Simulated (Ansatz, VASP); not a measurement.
SiC: VASP beside Ansatz

The input POSCAR:

```
SiC
1.0
    5.3229435569      0.0000000000      0.0000000000
    0.0000000000      5.3229435569      0.0000000000
    0.0000000000      0.0000000000      3.0926496458
Si C
4 4
Direct
    0.6755857371      0.6755857371      0.0000000000
    0.8244142629      0.1755857371      0.5000000000
    0.3244142629      0.3244142629      0.0000000000
    0.1755857371      0.8244142629      0.5000000000
    0.8154412519      0.8154412519      0.5000000000
    0.6845587481      0.3154412519      0.0000000000
    0.1845587481      0.1845587481      0.5000000000
    0.3154412519      0.6845587481      0.0000000000
```

File INCAR.step1:

```
SYSTEM = SiC
PREC = Accurate
ENCUT = 520
ISMEAR = 0
SIGMA = 0.02
LREAL = .FALSE.
LASPH = .TRUE.
NELM = 80
NBANDS = 26
GGA = PE
ALGO = Normal
EDIFF = 1E-4
LWAVE = .TRUE.
LCHARG = .FALSE.
```

The input INCAR.step2:

```
SYSTEM = SiC
PREC = Accurate
ENCUT = 520
EDIFF = 1E-7
ISMEAR = 0
SIGMA = 0.02
LREAL = .FALSE.
LASPH = .TRUE.
NELM = 80
ALGO = Normal
ISIF = 2
LWAVE = .FALSE.
LCHARG = .TRUE.
METAGGA = R2SCAN
LMIXTAU = .TRUE.
LELF = .TRUE.
LVHAR = .TRUE.
NBANDS = 26
ISTART = 1
```

The input KPOINTS:

```
regular mesh
0
G
  6 6 10
  0 0 0
```

Input for Ansatz:

```yaml
crystal:
  lattice:
    - [5.3229435569, 0.0, 0.0]
    - [0.0, 5.3229435569, 0.0]
    - [0.0, 0.0, 3.0926496458]
  atoms:
    - { symbol: Si, position: [0.6755857371, 0.6755857371, 0.0] }
    - { symbol: Si, position: [0.8244142629, 0.1755857371, 0.5] }
    - { symbol: Si, position: [0.3244142629, 0.3244142629, 0.0] }
    - { symbol: Si, position: [0.1755857371, 0.8244142629, 0.5] }
    - { symbol: C, position: [0.8154412519, 0.8154412519, 0.5] }
    - { symbol: C, position: [0.6845587481, 0.3154412519, 0.0] }
    - { symbol: C, position: [0.1845587481, 0.1845587481, 0.5] }
    - { symbol: C, position: [0.3154412519, 0.6845587481, 0.0] }
basis:
  ecutwfc: 500
kpoints:
  mp_grid: { grid: [6, 6, 10] }
  band_path:
    path:
      - [[0.0, 0.0, 0.0], [0.0, 0.5, 0.0], [0.5, 0.5, 0.0], [0.0, 0.0, 0.0], [0.0, 0.0, 0.5], [0.0, 0.5, 0.5], [0.5, 0.5, 0.5], [0.0, 0.0, 0.5]]
      - [[0.0, 0.5, 0.0], [0.0, 0.5, 0.5]]
      - [[0.5, 0.5, 0.0], [0.5, 0.5, 0.5]]
    npoints: 14
hamiltonian:
  xc: r2scan
scf:
  occupations: { method: gaussian, width: 0.02 }
  n_extra_bands: 20
output:
  forces: true
  stress: true
  eigenvalues: true
  populations: true
  dos: { projected: true, de: 0.02, nscf_kmesh: { grid: [9, 9, 15] } }
  bader: true
  write_density: true
  write_potential: true
  elf: true
  volumetric_format: npy
```

Alike in both runs: task single point; functional r2SCAN; k mesh 6 × 6 × 10; occupations gaussian, width 0.02 eV; no spin polarisation.

|  | VASP | Ansatz |
| --- | --- | --- |
| version | VASP 6.6.1 | Ansatz 0.2.0 |
| potentials or method | VASP PAW PBE potentials, release 64 (Si, C), cutoff 520 eV | scalar-relativistic, plane waves, PAW |
| valence electrons in the cell | 32 | 32 |

Ansatz gave:

```
gap on the k mesh at the Fermi level (eV)                     : 2.58
least direct gap on the mesh (eV)                             : 3.32
pressure (GPa)                                                : -3.7
traceless stress, the component that is largest in VASP (GPa) : -0.11
rms of the force components (eV/Å)                            : 0.014
```

Estimate VASP's values.

gap on the k mesh at the Fermi level (eV): 2.58; least direct gap on the mesh (eV): 3.32; pressure (GPa): -3.9; traceless stress, the component that is largest in VASP (GPa): -0.19; rms of the force components (eV/Å): 0.013.

VASP's potentials were made for PBE, not for r2SCAN. Atom by atom the forces differ by 0.003 eV/Å (rms over components).
